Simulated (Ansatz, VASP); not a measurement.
## Ru in VASP and in Ansatz

INCAR

```
SYSTEM = Ru
PREC     = Accurate       ! precision mode
ENCUT    = 520            ! plane-wave cutoff, eV
EDIFF    = 1E-6           ! SCF threshold, eV
ISMEAR   = -1             ! smearing method
SIGMA    = 0.1            ! smearing width, eV
LREAL    = .False.        ! projectors in reciprocal space
LASPH    = .True.         ! aspherical terms in the spheres
NELM     = 80             ! most SCF steps
ALGO     = Normal         ! electronic algorithm
ISIF     = 2              ! what is computed and relaxed
LWAVE    = .False.        ! write WAVECAR
LCHARG   = .False.        ! write CHGCAR
NBANDS   = 21             ! bands
```

Contents of KPOINTS:

```
Automatic mesh
0
Gamma
  13 13 8
  0 0 0
```

POSCAR

```
Ru
1.0
    2.6775346364      0.0000000000      0.0000000000
   -1.3387673182      2.3188130146      0.0000000000
    0.0000000000      0.0000000000      4.2181251212
Ru
2
Direct
    0.3333333333      0.6666666667      0.2500000000
    0.6666666667      0.3333333333      0.7500000000
```

Input for Ansatz:

```yaml
crystal:
  lattice:
    - [2.6775346364, 0.0, 0.0]
    - [-1.3387673182, 2.3188130146, 0.0]
    - [0.0, 0.0, 4.2181251212]
  atoms:
    - { symbol: Ru, position: [0.3333333333, 0.6666666667, 0.25] }
    - { symbol: Ru, position: [0.6666666667, 0.3333333333, 0.75] }
hamiltonian:
  xc: lda
  pseudopotentials:
    kind: paw
    azcp:
      Ru: "pseudopotentials/Ru.paw.azcp"
basis:
  ecutwfc: 600
  fft_grid_basis: typed
kpoints:
  mp_grid: { grid: [13, 13, 8], shift: [0, 0, 0] }
magnetization:
  spin_polarized: false
scf:
  occupations: { method: fermi_dirac, width: 0.1 }
  lower_state_search: "off"
output:
  stress: true
```

Alike in both runs: task single point; functional LDA; k mesh 13 × 13 × 8; occupations fermi-dirac, width 0.1 eV; no spin polarisation.

|  | VASP | Ansatz |
| --- | --- | --- |
| version | VASP 6.6.1 | Ansatz 0.2.0 |
| potentials or method | VASP PAW LDA potentials, release 64 (Ru_pv), cutoff 520 eV | plane waves (600 eV) with PAW, scalar-relativistic |
| valence electrons in the cell | 28 | 32 |

|  | VASP | Ansatz | Ansatz less VASP |
| --- | --- | --- | --- |
| pressure (GPa) | 1.0 | 0.0 | -0.99 |
| traceless stress, the component that is largest in VASP (GPa) | 0.06 | 0.00 | -0.063 |

Ansatz warns that its potentials were made for another functional, while VASP's fit it. LDA's correlation is that of Perdew and Zunger in VASP and of Perdew and Wang (1992) in Ansatz. VASP's potentials hold 28 valence electrons a cell and Ansatz's 32, so a difference there can come from the potentials and not from the codes.
